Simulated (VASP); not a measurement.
## SiC: single point with r2SCAN

The system is SiC.

```xyz
2
Lattice="0.0000 2.0870 2.3479 2.0870 0.0000 2.3479 2.0870 2.0870 0.0000" Properties=species:S:1:pos:R:3 pbc="T T T"
Si    0.0000    0.0000    0.0000
C     3.1306    3.1306    3.5219
```

This cell differs from its parent crystal: strain -0.040 along x and y, +0.080 along z.

| Item | Value |
| --- | --- |
| Program | VASP 6.6.1 |
| Task | single point |
| Functional | r2SCAN |
| Potentials or basis | VASP PAW PBE potentials, release 64 (Si, C) |
| Cutoff | 520 eV |
| k mesh | 12 × 12 × 12 |
| Occupations | gaussian, width 0.05 eV |
| Spin | no spin polarisation |

```json
{
 "Pressure": "1.4 GPa",
 "Band gap on the k mesh": "1.02 eV, indirect (least direct gap 4.97 eV)"
}
```

Stress tensor (GPa, compression positive):
```
 15.28   0.00   0.00
  0.00  15.28   0.00
  0.00   0.00 -26.38
```

Levels at points of the mesh, in eV from the valence-band top:
```csv
k point,band 1,band 2,band 3,band 4,band 5,band 6,band 7,band 8
"(0.00, 0.00, 0.00)",-16.68,-1.05,-0.04,-0.04,6.39,7.48,7.48,7.73
"(0.50, 0.00, 0.00)",-12.97,-9.28,-2.32,-0.68,4.43,7.84,8.36,10.79
"(0.50, 0.50, 0.00)",-12.14,-9.50,-2.82,-2.82,2.15,5.89,14.32,15.13
"(0.50, 0.00, 0.50)",-11.19,-7.96,-4.25,-4.02,1.02,3.78,12.57,15.67
```

Wall time 84 s on 1 thread of AMD EPYC 9R45 96-Core Processor (Zen 5) (shared host), peak memory 0.13 GiB.

Caveat: the cell differs from its parent crystal (strain -0.040 along x and y, +0.080 along z); the PAW data sets were made with another functional, which shifts forces and pressure a little. A k mesh can miss the band edges.
